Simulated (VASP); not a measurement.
# Ba (Im-3m) in VASP: further runs

Runs on Ba. Level: RPBE. Tasks: single point.

All numbers are computed with VASP 6.6.1; they aren't measurements. Logs are shortened: lines on timing, memory, paths and dates and some standing lists are left out, and cuts for length are marked.

## Step 1: The cell of the first run

The structure is cubic, space group Im-3m (No. 229). Conventional cell: a = 5.151 Å, b = 5.151 Å, c = 5.151 Å, α = 90.00°, β = 90.00°, γ = 90.00°. Within 5.8 Å of Ba (site symmetry m-3m) lie 14 Ba at 4.46 to 5.15 Å.

## Step 2: Single point, RPBE

Contents of INCAR:

```
SYSTEM = Ba
PREC = Accurate
ENCUT = 520
EDIFF = 1E-7
ISMEAR = -1
SIGMA = 0.1
LREAL = .False.
LASPH = .True.
NELM = 80
ALGO = Normal
ISIF = 2
LWAVE = .False.
LCHARG = .False.
GGA = RP
NBANDS = 11
```

Contents of KPOINTS:

```
Automatic mesh
0
Gamma
  9 9 9
  0 0 0
```

Contents of POSCAR:

```
Ba
1.0
   -2.5756126701      2.5756126701      2.5756126701
    2.5756126701     -2.5756126701      2.5756126701
    2.5756126701      2.5756126701     -2.5756126701
Ba
1
Direct
    0.0000000000      0.0000000000      0.0000000000
```

Potentials or basis: VASP PAW PBE potentials, release 64 (Ba_sv).

On the command line:

```
cat potpaw_PBE.64/Ba_sv/POTCAR > POTCAR
mpirun -np 1 vasp_std > vasp.out
```

OUTCAR:

```text
SYSTEM = Ba
   PREC = Accurate
   ENCUT = 520
   EDIFF = 1E-7
   ISMEAR = -1
   LREAL = .False.
   LASPH = .True.
   NELM = 80
   ISIF = 2
   GGA = RP

 ion  position               nearest neighbor table
   1  0.000  0.000  0.000-

  LATTYP: Found a body centered cubic cell.
 ALAT       =     5.1512253402

  Lattice vectors:

 A1 = (  -2.5756126701,   2.5756126701,   2.5756126701)
 A2 = (   2.5756126701,  -2.5756126701,   2.5756126701)
 A3 = (   2.5756126701,   2.5756126701,  -2.5756126701)

Analysis of symmetry for initial positions (statically):
=====================================================================
 Subroutine PRICEL returns:
 Original cell was already a primitive cell.

 Routine SETGRP: Setting up the symmetry group for a
 body centered cubic supercell.

 Subroutine GETGRP returns: Found 48 space group operations
 (whereof 48 operations were pure point group operations)
 out of a pool of 48 trial point group operations.

The static configuration has the point symmetry O_h .

Analysis of symmetry for dynamics (positions and initial velocities):
=====================================================================
 Subroutine PRICEL returns:
 Original cell was already a primitive cell.

 Routine SETGRP: Setting up the symmetry group for a
 body centered cubic supercell.

 Subroutine GETGRP returns: Found 48 space group operations
 (whereof 48 operations were pure point group operations)
 out of a pool of 48 trial point group operations.

The dynamic configuration has the point symmetry O_h .

 Subroutine INISYM returns: Found 48 space group operations
 (whereof 48 operations are pure point group operations),
 and found     1 'primitive' translations

----------------------------------------------------------------------------------------

                                     Primitive cell

  volume of cell :      68.3442

  direct lattice vectors                    reciprocal lattice vectors
    -2.575612670  2.575612670  2.575612670     0.000000000  0.194128568  0.194128568
     2.575612670 -2.575612670  2.575612670     0.194128568  0.000000000  0.194128568
     2.575612670  2.575612670 -2.575612670     0.194128568  0.194128568  0.000000000

  length of vectors
     4.461092005  4.461092005  4.461092005     0.274539254  0.274539254  0.274539254

  position of ions in fractional coordinates (direct lattice)
     0.000000000  0.000000000  0.000000000

  ion indices of the primitive-cell ions
   primitive index   ion index
                 1           1

----------------------------------------------------------------------------------------

 KPOINTS: Automatic mesh

Automatic generation of k-mesh.
 Grid dimensions read from file:
 generate k-points for:    9    9    9

 Generating k-lattice:

  Cartesian coordinates                     Fractional coordinates (reciprocal lattice)
     0.000000000  0.021569841  0.021569841     0.111111111  0.000000000  0.000000000
     0.021569841  0.000000000  0.021569841     0.000000000  0.111111111  0.000000000
     0.021569841  0.021569841  0.000000000     0.000000000  0.000000000  0.111111111

  Length of vectors
     0.030504362  0.030504362  0.030504362

  Shift w.r.t. Gamma in fractional coordinates (k-lattice)
     0.000000000  0.000000000  0.000000000

 Subroutine IBZKPT returns following result:
 ===========================================

 Found     35 irreducible k-points:

 Following reciprocal coordinates:
            Coordinates               Weight
  0.000000  0.000000  0.000000      1.000000
  0.111111  0.000000  0.000000     12.000000
  0.222222  0.000000  0.000000     12.000000
  0.333333  0.000000  0.000000     12.000000
  0.444444  0.000000  0.000000     12.000000
  0.111111  0.111111  0.000000     24.000000
[... 16 lines left out ...]
 -0.333333  0.444444  0.111111     48.000000
 -0.444444 -0.444444  0.111111     24.000000
 [... further k-points ...]
   k-points           NKPTS =     35   k-points in BZ     NKDIM =     35   number of bands    NBANDS=     11
   number of dos      NEDOS =    301   number of ions     NIONS =      1
   total plane-waves  NPLWV =  46656
   dimension x,y,z NGX =    36 NGY =   36 NGZ =   36
   dimension x,y,z NGXF=    72 NGYF=   72 NGZF=   72
   ions per type =               1
   NGX,Y,Z   is equivalent  to a cutoff of  13.42, 13.42, 13.42 a.u.
   NGXF,Y,Z  is equivalent  to a cutoff of  26.83, 26.83, 26.83 a.u.
 SYSTEM =  Ba
   PREC   = accura    normal or accurate (medium, high low for compatibility)
   ISTART =      0    job   : 0-new  1-cont  2-samecut
   ICHARG =      2    charge: 1-file 2-atom 10-const
   ISPIN  =      1    spin polarized calculation?
   LNONCOLLINEAR =      F non collinear calculations
   LSORBIT =      F    spin-orbit coupling
   LASPH  =      T    aspherical Exc in radial PAW
   ENCUT  =  520.0 eV  38.22 Ry    6.18 a.u.   8.29  8.29  8.29*2*pi/ulx,y,z
   NELM   =     80;   NELMIN=  2; NELMDL= -5     # of ELM steps
   EDIFF  = 0.1E-06   stopping-criterion for ELM
   LREAL  =      F    real-space projection
   EDIFFG = 0.1E-05   stopping-criterion for IOM
   NSW    =      0    number of steps for IOM
   IBRION =     -1    ionic relax: 0-MD 1-quasi-New 2-CG
   NFREE  =      0    steps in history (QN), initial steepest desc. (CG)
   ISIF   =      2    stress and relaxation
   ISYM   =      2    0-nonsym 1-usesym 2-fastsym
   POTIM  = 0.5000    time-step for ionic-motion
   TEBEG  =    0.0;   TEEND  =   0.0 temperature during run
   PSTRESS=    0.0 pullay stress
   NELECT =      10.0000    total number of electrons
   NUPDOWN=      -1.0000    fix difference up-down
   EMIN   =  10.00;   EMAX   =-10.00  energy-range for DOS
   EFERMI =   0.00;   METHOD = LEGACY
   ISMEAR =    -1;   SIGMA  =   0.10  broadening in eV -4-tet -1-fermi 0-gaus
   EFERMI_NEDOS =   21; number of points for ismear=-14 and -15
   IALGO  =     38    algorithm
   IMIX   =      4    mixing-type and parameters
     AMIX     =   0.40;   BMIX     =  1.00
     AMIX_MAG =   1.60;   BMIX_MAG =  1.00
  volume/ion in A,a.u.               =      68.34       461.21
  Fermi-wavevector in a.u.,A,eV,Ry     =   0.862663  1.630196 10.125275  0.744187
  Thomas-Fermi vector in A             =   1.980498
   LORBIT       =      0    0 simple, 1 ext, 2 COOP (PROOUT), +10 PAW based schemes
   GGA     = RP    functional components
   LHFCALC =     F    Hartree Fock is set to
   AEXX    =    0.0000 exact exchange contribution
   IVDW    =     0    specifies the selected vdW correction
   LEPSILON=     F    determine dielectric tensor
   LRPA    =     F    only Hartree local field effects (RPA)
 non-spin polarized calculation
  energy-cutoff  :      520.00
  volume of cell :       68.34
 maximum number of plane-waves:      1878
 NGX is ok and might be reduce to    36
   NGX = 17   NGY = 17   NGZ = 17

 number of electron      10.0000000 magnetization

 number of electron       9.9999999 magnetization

 Free energy of the ion-electron system (eV)
  ---------------------------------------------------
  ext. energy  EPLUGINS =         0.00000000
  ---------------------------------------------------
  free energy    TOTEN  =        -1.70933478 eV

  energy without entropy =       -1.66257917  energy(sigma->0) =       -1.68595698

 E-fermi :   1.5148     XC(G=0):  -7.0427

 val. band max:        1.4217149598   @ k =  -0.4444  -0.4444   0.2222
 cond. band min:       1.5197969593   @ k =  -0.3333  -0.4444   0.1111
 fundamental gap:      0.0980819994
 Fermi energy:         1.5147845346

 k-point     1 :       0.0000    0.0000    0.0000
  band No.  band energies     occupation
      1     -27.5689      2.00000
      2     -12.5713      2.00000
      3     -12.5713      2.00000
      4     -12.5713      2.00000
      5      -1.1929      2.00000
      6       3.2734      0.00000
      7       3.2734      0.00000
      8       3.2734      0.00000
      9       4.5374      0.00000
     10       4.5374      0.00000
     11       8.1743      0.00000

 k-point     2 :       0.1111    0.0000    0.0000
  band No.  band energies     occupation
      1     -27.5655      2.00000
      2     -12.6139      2.00000
      3     -12.5847      2.00000
      4     -12.5715      2.00000
      5      -0.9859      2.00000
      6       3.1068      0.00000
      7       3.1637      0.00000
      8       3.4849      0.00000
      9       4.3129      0.00000
     10       4.5293      0.00000
     11       8.3934      0.00000

 k-point     3 :       0.2222    0.0000    0.0000
  band No.  band energies     occupation
      1     -27.5567      2.00000
      2     -12.7191      2.00000
      3     -12.6184      2.00000
      4     -12.5719      2.00000
      5      -0.4297      2.00000
      6       2.7337      0.00001
      7       2.7540      0.00001
      8       4.1005      0.00000
      9       4.2751      0.00000
     10       4.5680      0.00000
     11       8.5104      0.00000

 k-point     4 :       0.3333    0.0000    0.0000
  band No.  band energies     occupation
      1     -27.5467      2.00000
      2     -12.8340      2.00000
      3     -12.6561      2.00000
      4     -12.5725      2.00000
      5       0.2459      1.99999
      6       2.3722      0.00038
      7       2.4293      0.00021
      8       4.4736      0.00000
      9       4.7365      0.00000
     10       5.0509      0.00000
     11       7.7213      0.00000
[... 239 lines left out ...]
 k-point    22 :      -0.4444    0.4444    0.1111
  band No.  band energies     occupation
      1     -27.5375      2.00000
      2     -12.8954      2.00000
      3     -12.6959      2.00000
      4     -12.6024      2.00000
      5       0.8203      1.99808
      6       2.2148      0.00182
      7       2.4497      0.00017
      8       3.9403      0.00000
      9       5.1382      0.00000
     10       6.0202      0.00000
     11       7.3674      0.00000

 k-point    23 :      -0.3333    0.4444    0.1111
  band No.  band energies     occupation
      1     -27.5369      2.00000
      2     -12.8552      2.00000
      3     -12.7179      2.00000
      4     -12.6266      2.00000
      5       0.9508      1.99292
      6       1.9701      0.02084
      7       2.6139      0.00003
      8       3.8564      0.00000
      9       4.8535      0.00000
     10       5.7418      0.00000
     11       7.4468      0.00000

 k-point    24 :      -0.4444   -0.4444    0.1111
  band No.  band energies     occupation
      1     -27.5338      2.00000
      2     -12.8814      2.00000
      3     -12.7359      2.00000
      4     -12.6264      2.00000
      5       1.1636      1.94202
      6       2.0003      0.01546
      7       2.4331      0.00021
      8       3.8331      0.00000
      9       5.1713      0.00000
     10       6.4892      0.00000
     11       6.8437      0.00000

 [... further k-points ...]

------------------------ aborting loop because EDIFF is reached ----------------------------------------

  FORCE on cell =-STRESS in cart. coord.  units (eV):
  Direction    XX          YY          ZZ          XY          YZ          ZX
  --------------------------------------------------------------------------------------
  -------------------------------------------------------------------------------------
  Total        0.0313103      0.0313103      0.0313103      0.0000000      0.0000000      0.0000000
  in kB        0.7340000      0.7340000      0.7340000      0.0000000      0.0000000      0.0000000
  external PRESSURE =       0.7340000 kB  Pullay stress =       0.0000000 kB

 VOLUME and BASIS-vectors are now :
 -----------------------------------------------------------------------------
  energy-cutoff  :      520.00
  volume of cell :       68.34
      direct lattice vectors                 reciprocal lattice vectors
    -2.575612670  2.575612670  2.575612670     0.000000000  0.194128568  0.194128568
     2.575612670 -2.575612670  2.575612670     0.194128568  0.000000000  0.194128568
     2.575612670  2.575612670 -2.575612670     0.194128568  0.194128568  0.000000000

 POSITION                                       TOTAL-FORCE (eV/Angst)
 -----------------------------------------------------------------------------------
      0.00000      0.00000      0.00000         0.000000     -0.000000      0.000000
 -----------------------------------------------------------------------------------
    total drift:                               -0.000000      0.000000      0.000000

  FREE ENERGIE OF THE ION-ELECTRON SYSTEM (eV)
  ---------------------------------------------------
  free  energy   TOTEN  =        -1.7093347849 eV

  energy  without entropy=       -1.6625791684  energy(sigma->0) =       -1.68595698
```

It took 29 s on 1 thread of Intel Xeon 8259CL, shared host; peak memory 0.21 GiB.

Results:

```
Free energy            : -1.7093 eV
Pressure               : 0.1 GPa
Band gap on the k mesh : zero (bands 5 and 6 overlap by 0.74 eV)
```

Caveat: the PAW data sets were made with another functional, which shifts forces and pressure a little; spin-orbit coupling is left out, which moves the levels of the heavy elements.

## Step 3: Single point, RPBE (60.14 Å³/atom)

This run uses another cell than the first one, of 60.14 Å³/atom.

Contents of INCAR:

```
SYSTEM = Ba
PREC     = Accurate       ! precision mode
ENCUT    = 520            ! plane-wave cutoff, eV
EDIFF    = 1E-6           ! SCF threshold, eV
ISMEAR   = -1             ! smearing method
SIGMA    = 0.1            ! smearing width, eV
LREAL    = .False.        ! projectors in reciprocal space
LASPH    = .True.         ! aspherical terms in the spheres
NELM     = 80             ! most SCF steps
ALGO     = Normal         ! electronic algorithm
ISIF     = 2              ! what is computed and relaxed
LWAVE    = .False.        ! write WAVECAR
LCHARG   = .False.        ! write CHGCAR
GGA      = RP             ! functional
NBANDS   = 11             ! bands
```

Contents of KPOINTS:

```
Automatic mesh
0
Gamma
  14 14 14
  0 0 0
```

Contents of POSCAR:

```
Ba
1.0
   -2.4681683383      2.4681683383      2.4681683383
    2.4681683383     -2.4681683383      2.4681683383
    2.4681683383      2.4681683383     -2.4681683383
Ba
1
Direct
    0.0000000000      0.0000000000      0.0000000000
```

Potentials or basis: VASP PAW PBE potentials, release 64 (Ba_sv).

On the command line:

```
cat potpaw_PBE.64/Ba_sv/POTCAR > POTCAR
mpirun -np 1 vasp_std > vasp.out
```

OUTCAR:

```text
SYSTEM = Ba
   PREC = Accurate
   ENCUT = 520
   EDIFF = 1E-6
   ISMEAR = -1
   LREAL = .False.
   LASPH = .True.
   NELM = 80
   ISIF = 2
   GGA = RP

 ion  position               nearest neighbor table
   1  0.000  0.000  0.000-

  LATTYP: Found a body centered cubic cell.
 ALAT       =     4.9363366766

  Lattice vectors:

 A1 = (  -2.4681683383,   2.4681683383,   2.4681683383)
 A2 = (   2.4681683383,  -2.4681683383,   2.4681683383)
[... 516 lines left out ...]
     11       8.4539      0.00000

 [... further k-points ...]

------------------------ aborting loop because EDIFF is reached ----------------------------------------

  FORCE on cell =-STRESS in cart. coord.  units (eV):
  Direction    XX          YY          ZZ          XY          YZ          ZX
  --------------------------------------------------------------------------------------
  -------------------------------------------------------------------------------------
  Total        0.4873228      0.4873228      0.4873228      0.0000000      0.0000000     -0.0000000
  in kB       12.9820410     12.9820410     12.9820410      0.0000000      0.0000000     -0.0000000
  external PRESSURE =      12.9820410 kB  Pullay stress =       0.0000000 kB

 VOLUME and BASIS-vectors are now :
 -----------------------------------------------------------------------------
  energy-cutoff  :      520.00
  volume of cell :       60.14
      direct lattice vectors                 reciprocal lattice vectors
    -2.468168338  2.468168338  2.468168338     0.000000000  0.202579375  0.202579375
     2.468168338 -2.468168338  2.468168338     0.202579375  0.000000000  0.202579375
     2.468168338  2.468168338 -2.468168338     0.202579375  0.202579375  0.000000000

 POSITION                                       TOTAL-FORCE (eV/Angst)
 -----------------------------------------------------------------------------------
      0.00000      0.00000      0.00000         0.000000     -0.000000     -0.000000
 -----------------------------------------------------------------------------------
    total drift:                                0.000000      0.000000     -0.000000

  FREE ENERGIE OF THE ION-ELECTRON SYSTEM (eV)
  ---------------------------------------------------
  free  energy   TOTEN  =        -1.6766954671 eV

  energy  without entropy=       -1.6335557988  energy(sigma->0) =       -1.65512563
```

OSZICAR:

```text
N       E                     dE             d eps       ncg     rms          rms(c)
DAV:   1     0.554549915622E+02    0.55455E+02   -0.42231E+03  2288   0.749E+02
DAV:   2     0.944488936541E+00   -0.54511E+02   -0.52893E+02  2717   0.139E+02
DAV:   3    -0.160291026597E+01   -0.25474E+01   -0.25305E+01  2902   0.314E+01
DAV:   4    -0.167087465903E+01   -0.67964E-01   -0.67837E-01  2927   0.475E+00
DAV:   5    -0.167304636248E+01   -0.21717E-02   -0.21714E-02  3084   0.662E-01    0.173E+00
DAV:   6    -0.167422228101E+01   -0.11759E-02   -0.42104E-03  2777   0.605E-01    0.103E+00
DAV:   7    -0.167633169107E+01   -0.21094E-02   -0.97230E-03  2633   0.103E+00    0.515E-02
DAV:   8    -0.167667592360E+01   -0.34423E-03   -0.52484E-04  3190   0.157E-01    0.358E-02
DAV:   9    -0.167669282693E+01   -0.16903E-04   -0.16423E-05  2885   0.303E-02    0.711E-03
DAV:  10    -0.167669525912E+01   -0.24322E-05   -0.71806E-06  2785   0.181E-02    0.189E-03
DAV:  11    -0.167669546709E+01   -0.20797E-06   -0.93802E-07  1839   0.845E-03
   1 F= -.16766955E+01 E0= -.16551256E+01  d E =-.431397E-01
```

stdout:

```text
POSCAR found type information on POSCAR Ba
 POSCAR found :  1 types and       1 ions
 scaLAPACK will be used
 -----------------------------------------------------------------------------
|                                                                             |
|                                                                             |
|     You enforced a specific xc type in the INCAR file but a different       |
|     I HOPE YOU KNOW WHAT YOU ARE DOING!                                     |
|                                                                             |
 -----------------------------------------------------------------------------

 LDA part: xc-table for (Slater+PW92), standard interpolation
 POSCAR, INCAR and KPOINTS ok, starting setup
 FFT: planning ... GRIDC
 FFT: planning ... GRID_SOFT
 FFT: planning ... GRID
 WAVECAR not read
 entering main loop
```

It took 60 s on 1 thread of Intel Xeon 8259CL, shared host; peak memory 0.22 GiB.

Results:

| Item | Value |
| --- | --- |
| Free energy | -1.6767 eV |
| Pressure | 1.3 GPa |
| Band gap on the k mesh | zero (bands 5 and 6 overlap by 1.08 eV) |

Levels at points of the mesh, in eV from the Fermi level:
```
           k point  band 3  band 4  band 5  band 6  band 7  band 8
(0.00, 0.00, 0.00)  -13.79  -13.79   -2.77    1.91    1.91    1.91
(0.50, 0.00, 0.00)  -13.96  -13.79   -0.92    0.70    1.35    3.35
(0.50, 0.50, 0.50)  -14.15  -14.15   -0.63   -0.63    4.59    4.59
```

Caveat: the PAW data sets were made with another functional, which shifts forces and pressure a little; spin-orbit coupling is left out, which moves the levels of the heavy elements.
